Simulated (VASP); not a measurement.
# Ti (Im-3m) in VASP: a series of runs

Runs on Ti. Level: PBEsol. Tasks: single point.

Everything below comes from runs of VASP 6.6.1. Logs are shortened: lines on timing, memory, paths and dates and some standing lists are left out, and cuts for length are marked.

## 1. The cell of the first run

Symmetry: Im-3m, No. 229, cubic system. Conventional cell: a = 3.334 Å, b = 3.334 Å, c = 3.334 Å, α = 90.00°, β = 90.00°, γ = 90.00°. Ti (site symmetry m-3m) has 14 Ti at 2.89 to 3.33 Å within 3.8 Å.

## 2. Single point, PBEsol, collinear spin, ferromagnetic start

The input, INCAR:

```
PREC     = Accurate       # precision mode
ENCUT    = 520            # plane-wave cutoff, eV
EDIFF    = 1E-6           # SCF threshold, eV
ISMEAR   = 0              # smearing method
SIGMA    = 0.15           # smearing width, eV
LREAL    = False          # projectors in reciprocal space
LASPH    = True           # aspherical terms in the spheres
NELM     = 150            # most SCF steps
ALGO     = Normal         # electronic algorithm
ISIF     = 2              # what is computed and relaxed
LWAVE    = False          # write WAVECAR
LCHARG   = True           # write CHGCAR
ISPIN    = 2              # spin polarisation
MAGMOM   = 0.375          # initial moments
LORBIT   = 11             # projections on sites
NUPDOWN  = 0.375          # fixed moment
LMAXMIX  = 4              # l up to which the mixer works
GGA      = PS             # functional
LELF     = True           # ELF
LVHAR    = True         
NBANDS   = 16             # bands
```

The input, KPOINTS:

```
regular mesh
0
Gamma
  22 22 22
```

The input, POSCAR:

```
Ti
1.0
   -1.6669210723      1.6669210723      1.6669210723
    1.6669210723     -1.6669210723      1.6669210723
    1.6669210723      1.6669210723     -1.6669210723
Ti
1
Direct
    0.0000000000      0.0000000000      0.0000000000
```

Potentials or basis: VASP PAW PBE potentials, release 64 (Ti_sv).

Run with:

```console
$ cat potpaw_PBE.64/Ti_sv/POTCAR > POTCAR
$ mpirun -np 1 vasp_std > vasp.out
```

OUTCAR:

```text
PREC = Accurate
   ENCUT = 520
   EDIFF = 1E-6
   ISMEAR = 0
   LREAL = False
   LASPH = True
   NELM = 150
   ISIF = 2
   ISPIN = 2
   LORBIT = 11
   NUPDOWN = 0.375
   GGA = PS

 ion  position               nearest neighbor table
   1  0.000  0.000  0.000-

  LATTYP: Found a body centered cubic cell.
 ALAT       =     3.3338421446

  Lattice vectors:

 A1 = (  -1.6669210723,   1.6669210723,   1.6669210723)
 A2 = (   1.6669210723,  -1.6669210723,   1.6669210723)
 A3 = (   1.6669210723,   1.6669210723,  -1.6669210723)

Analysis of symmetry for initial positions (statically):
=====================================================================
 Subroutine PRICEL returns:
 Original cell was already a primitive cell.

 Routine SETGRP: Setting up the symmetry group for a
 body centered cubic supercell.

 Subroutine GETGRP returns: Found 48 space group operations
 (whereof 48 operations were pure point group operations)
 out of a pool of 48 trial point group operations.

The static configuration has the point symmetry O_h .

Analysis of symmetry for dynamics (positions and initial velocities):
=====================================================================
 Subroutine PRICEL returns:
 Original cell was already a primitive cell.

 Routine SETGRP: Setting up the symmetry group for a
 body centered cubic supercell.

 Subroutine GETGRP returns: Found 48 space group operations
 (whereof 48 operations were pure point group operations)
 out of a pool of 48 trial point group operations.

The dynamic configuration has the point symmetry O_h .

Analysis of structural, dynamic, and magnetic symmetry:
=====================================================================
 Subroutine PRICEL returns:
 Original cell was already a primitive cell.

 Routine SETGRP: Setting up the symmetry group for a
 body centered cubic supercell.

 Subroutine GETGRP returns: Found 48 space group operations
 (whereof 48 operations were pure point group operations)
 out of a pool of 48 trial point group operations.

The overall configuration has the point symmetry O_h .

 Subroutine INISYM returns: Found 48 space group operations
 (whereof 48 operations are pure point group operations),
 and found     1 'primitive' translations

----------------------------------------------------------------------------------------

                                     Primitive cell

  volume of cell :      18.5270

  direct lattice vectors                    reciprocal lattice vectors
    -1.666921072  1.666921072  1.666921072     0.000000000  0.299954214  0.299954214
     1.666921072 -1.666921072  1.666921072     0.299954214  0.000000000  0.299954214
     1.666921072  1.666921072 -1.666921072     0.299954214  0.299954214  0.000000000

  length of vectors
     2.887191989  2.887191989  2.887191989     0.424199317  0.424199317  0.424199317

  position of ions in fractional coordinates (direct lattice)
     0.000000000  0.000000000  0.000000000

  ion indices of the primitive-cell ions
   primitive index   ion index
                 1           1

----------------------------------------------------------------------------------------

 KPOINTS: regular mesh

Automatic generation of k-mesh.
 Grid dimensions read from file:
 generate k-points for:   22   22   22

 Generating k-lattice:

  Cartesian coordinates                     Fractional coordinates (reciprocal lattice)
     0.000000000  0.013634282  0.013634282     0.045454545  0.000000000  0.000000000
     0.013634282  0.000000000  0.013634282     0.000000000  0.045454545  0.000000000
     0.013634282  0.013634282  0.000000000     0.000000000  0.000000000  0.045454545

  Length of vectors
     0.019281787  0.019281787  0.019281787

  Shift w.r.t. Gamma in fractional coordinates (k-lattice)
     0.000000000  0.000000000  0.000000000

 Subroutine IBZKPT returns following result:
 ===========================================

 Found    328 irreducible k-points:

 Following reciprocal coordinates:
            Coordinates               Weight
  0.000000  0.000000  0.000000      1.000000
  0.045455  0.000000  0.000000     12.000000
  0.090909  0.000000  0.000000     12.000000
  0.136364  0.000000  0.000000     12.000000
  0.181818  0.000000  0.000000     12.000000
  0.227273  0.000000  0.000000     12.000000
[... 16 lines left out ...]
  0.090909  0.090909  0.000000     24.000000
  0.136364  0.090909 -0.000000     48.000000
 [... further k-points ...]
   k-points           NKPTS =    328   k-points in BZ     NKDIM =    328   number of bands    NBANDS=     16
   number of dos      NEDOS =    301   number of ions     NIONS =      1
   total plane-waves  NPLWV =  13824
   dimension x,y,z NGX =    24 NGY =   24 NGZ =   24
   dimension x,y,z NGXF=    48 NGYF=   48 NGZF=   48
   ions per type =               1
   NGX,Y,Z   is equivalent  to a cutoff of  13.82, 13.82, 13.82 a.u.
   NGXF,Y,Z  is equivalent  to a cutoff of  27.64, 27.64, 27.64 a.u.
 SYSTEM =  unknown system
   PREC   = accura    normal or accurate (medium, high low for compatibility)
   ISTART =      0    job   : 0-new  1-cont  2-samecut
   ICHARG =      2    charge: 1-file 2-atom 10-const
   ISPIN  =      2    spin polarized calculation?
   LNONCOLLINEAR =      F non collinear calculations
   LSORBIT =      F    spin-orbit coupling
   LASPH  =      T    aspherical Exc in radial PAW
   ENCUT  =  520.0 eV  38.22 Ry    6.18 a.u.   5.37  5.37  5.37*2*pi/ulx,y,z
   NELM   =    150;   NELMIN=  2; NELMDL= -5     # of ELM steps
   EDIFF  = 0.1E-05   stopping-criterion for ELM
   LREAL  =      F    real-space projection
   EDIFFG = 0.1E-04   stopping-criterion for IOM
   NSW    =      0    number of steps for IOM
   IBRION =     -1    ionic relax: 0-MD 1-quasi-New 2-CG
   NFREE  =      0    steps in history (QN), initial steepest desc. (CG)
   ISIF   =      2    stress and relaxation
   ISYM   =      2    0-nonsym 1-usesym 2-fastsym
   POTIM  = 0.5000    time-step for ionic-motion
   TEBEG  =    0.0;   TEEND  =   0.0 temperature during run
   PSTRESS=    0.0 pullay stress
   NELECT =      12.0000    total number of electrons
   NUPDOWN=       0.3750    fix difference up-down
   EMIN   =  10.00;   EMAX   =-10.00  energy-range for DOS
   EFERMI =   0.00;   METHOD = LEGACY
   ISMEAR =     0;   SIGMA  =   0.15  broadening in eV -4-tet -1-fermi 0-gaus
   EFERMI_NEDOS =   21; number of points for ismear=-14 and -15
   IALGO  =     38    algorithm
   IMIX   =      4    mixing-type and parameters
     AMIX     =   0.40;   BMIX     =  1.00
     AMIX_MAG =   1.60;   BMIX_MAG =  1.00
  volume/ion in A,a.u.               =      18.53       125.03
  Fermi-wavevector in a.u.,A,eV,Ry     =   1.416447  2.676696 27.297655  2.006321
  Thomas-Fermi vector in A             =   2.537780
   LORBIT       =     11    0 simple, 1 ext, 2 COOP (PROOUT), +10 PAW based schemes
   GGA     = PS    functional components
   LHFCALC =     F    Hartree Fock is set to
   AEXX    =    0.0000 exact exchange contribution
   IVDW    =     0    specifies the selected vdW correction
   LEPSILON=     F    determine dielectric tensor
   LRPA    =     F    only Hartree local field effects (RPA)
 spin polarized calculation
 Gauss-broadening in eV      SIGMA  =   0.15
  energy-cutoff  :      520.00
  volume of cell :       18.53
 maximum number of plane-waves:       531
 NGX is ok and might be reduce to    24
   NGX = 11   NGY = 11   NGZ = 11

 number of electron      12.0000003 magnetization       0.3750000

 Free energy of the ion-electron system (eV)
  ---------------------------------------------------
  ext. energy  EPLUGINS =         0.00000000
  ---------------------------------------------------
  free energy    TOTEN  =        -8.17346311 eV

  energy without entropy =       -8.14394229  energy(sigma->0) =       -8.15870270

 E-fermi :   7.3005     XC(G=0): -11.3245

 val. band max:        7.3186554344   @ k =  -0.3182   0.4091   0.0455
 cond. band min:       7.3008624868   @ k =   0.3636   0.2273   0.0455
 fundamental gap:     -0.0177929475
 Fermi energy:         7.3206202337

 spin component 1

 k-point     1 :       0.0000    0.0000    0.0000
  band No.  band energies     occupation
      1     -49.2325      1.00000
      2     -25.2515      1.00000
      3     -25.2515      1.00000
      4     -25.2515      1.00000
      5       1.3727      1.00000
      6       8.0848      0.00000
[... 8 lines left out ...]
     15      29.7468      0.00000
     16      32.6372      0.00000

 k-point     2 :       0.0455    0.0000    0.0000
  band No.  band energies     occupation
      1     -49.2304      1.00000
      2     -25.2631      1.00000
      3     -25.2551      1.00000
      4     -25.2515      1.00000
      5       1.4397      1.00000
      6       8.0551      0.00000
[... 8 lines left out ...]
     15      29.8253      0.00000
     16      31.5389      0.00000
[... 387 lines left out ...]
      5       2.1465      1.00000
      6       7.8107      0.00000
[... 8 lines left out ...]
     15      28.3223      0.00000
     16      30.2957      0.00000

 k-point    24 :       0.1364    0.0909   -0.0000
  band No.  band energies     occupation
      1     -49.1976      1.00000
      2     -25.4419      1.00000
      3     -25.3013      1.00000
      4     -25.2660      1.00000
      5       2.5666      1.00000
      6       7.6593      0.00070
[... 8 lines left out ...]
     15      28.4208      0.00000
     16      30.1804      0.00000

 [... further k-points ...]

 spin component 2

 k-point     1 :       0.0000    0.0000    0.0000
  band No.  band energies     occupation
      1     -49.0040      1.00000
      2     -25.0217      1.00000
      3     -25.0217      1.00000
      4     -25.0217      1.00000
      5       1.6335      1.00000
      6       8.3853      0.00000
[... 8 lines left out ...]
     15      29.9270      0.00000
     16      32.8768      0.00000

 k-point     2 :       0.0455    0.0000    0.0000
  band No.  band energies     occupation
      1     -49.0019      1.00000
      2     -25.0332      1.00000
      3     -25.0253      1.00000
      4     -25.0217      1.00000
      5       1.7005      1.00000
      6       8.3556      0.00000
[... 8 lines left out ...]
     15      30.0136      0.00000
     16      31.8219      0.00000
[... 387 lines left out ...]
      5       2.4070      1.00000
      6       8.1091      0.00000
[... 8 lines left out ...]
     15      28.5413      0.00000
     16      30.5668      0.00000

 k-point    24 :       0.1364    0.0909   -0.0000
  band No.  band energies     occupation
      1     -48.9692      1.00000
      2     -25.2110      1.00000
      3     -25.0712      1.00000
      4     -25.0361      1.00000
      5       2.8270      1.00000
      6       7.9564      0.00000
[... 8 lines left out ...]
     15      28.6477      0.00000
     16      30.4632      0.00000

 [... further k-points ...]
[... 5 lines left out ...]
  --------------------------------------------------------------------------------------
  -------------------------------------------------------------------------------------
  Total       -1.1963706     -1.1963706     -1.1963706      0.0000000     -0.0000000     -0.0000000
  in kB     -103.4596998   -103.4596998   -103.4596998      0.0000000     -0.0000000     -0.0000000
  external PRESSURE =    -103.4596998 kB  Pullay stress =       0.0000000 kB

 VOLUME and BASIS-vectors are now :
 -----------------------------------------------------------------------------
  energy-cutoff  :      520.00
  volume of cell :       18.53
      direct lattice vectors                 reciprocal lattice vectors
    -1.666921072  1.666921072  1.666921072     0.000000000  0.299954214  0.299954214
     1.666921072 -1.666921072  1.666921072     0.299954214  0.000000000  0.299954214
     1.666921072  1.666921072 -1.666921072     0.299954214  0.299954214  0.000000000

 POSITION                                       TOTAL-FORCE (eV/Angst)
 -----------------------------------------------------------------------------------
      0.00000      0.00000      0.00000         0.000000      0.000000      0.000000
 -----------------------------------------------------------------------------------
    total drift:                                0.000000      0.000000      0.000000

  FREE ENERGIE OF THE ION-ELECTRON SYSTEM (eV)
  ---------------------------------------------------
  free  energy   TOTEN  =        -8.1734631079 eV

  energy  without entropy=       -8.1439422857  energy(sigma->0) =       -8.15870270

 total charge

# of ion       s       p       d       tot
------------------------------------------
    1        2.232   6.101   1.862  10.196

 magnetization (x)

# of ion       s       p       d       tot
------------------------------------------
    1        0.002   0.020   0.237   0.259
```

Wall time 82 s (1 thread of Intel Xeon Platinum 8375C at 2.90GHz (Ice Lake), shared host); peak memory 0.26 GiB.

Results:

```
Free energy                                           : -8.1735 eV
Pressure                                              : -10.3 GPa
Net moment                                            : 0.38 μB per cell
Site moments                                          : Ti +0.26 μB
Valence electrons inside the program's atomic spheres : Ti 10.20
```

Caveat: the PAW data sets were made with another functional, which shifts forces and pressure a little; the total moment is fixed, so each spin has its own Fermi level.

## 3. Single point, PBEsol, collinear spin, ferromagnetic start

This run uses another cell than the first one, of 16.54 Å³/atom, 0.893 times its volume.

The input, INCAR:

```
SYSTEM = Ti
PREC = Accurate
ENCUT = 520
EDIFF = 1E-6
ISMEAR = 0
SIGMA = 0.15
LREAL = .FALSE.
LASPH = .TRUE.
NELM = 150
ALGO = Normal
ISIF = 2
LWAVE = .FALSE.
LCHARG = .TRUE.
ISPIN = 2
MAGMOM = 0.875
LORBIT = 11
NUPDOWN = 0.875
LMAXMIX = 4
GGA = PS
LELF = .TRUE.
LVHAR = .TRUE.
NBANDS = 16
```

The input, KPOINTS:

```
Automatic mesh
0
G
  22 22 22
  0 0 0
```

The input, POSCAR:

```
Ti
1.0
   -1.6051145456      1.6051145456      1.6051145456
    1.6051145456     -1.6051145456      1.6051145456
    1.6051145456      1.6051145456     -1.6051145456
Ti
1
Direct
    0.0000000000      0.0000000000      0.0000000000
```

Potentials or basis: VASP PAW PBE potentials, release 64 (Ti_sv).

Run with:

```console
$ cat potpaw_PBE.64/Ti_sv/POTCAR > POTCAR
$ mpirun -np 1 vasp_std > vasp.out
```

Wall time 54 s (1 thread of Intel Xeon 6975P-C (Granite Rapids), shared host); peak memory 0.24 GiB.

Results (log left out):

| Property | Result |
| --- | --- |
| Free energy | -8.2166 eV |
| Pressure | 1.8 GPa |
| Net moment | 0.88 μB per cell |
| Site moments | Ti +0.62 μB |
| Valence electrons inside the program's atomic spheres | Ti 10.33 |

Caveat: the PAW data sets were made with another functional, which shifts forces and pressure a little; the total moment is fixed, so each spin has its own Fermi level.
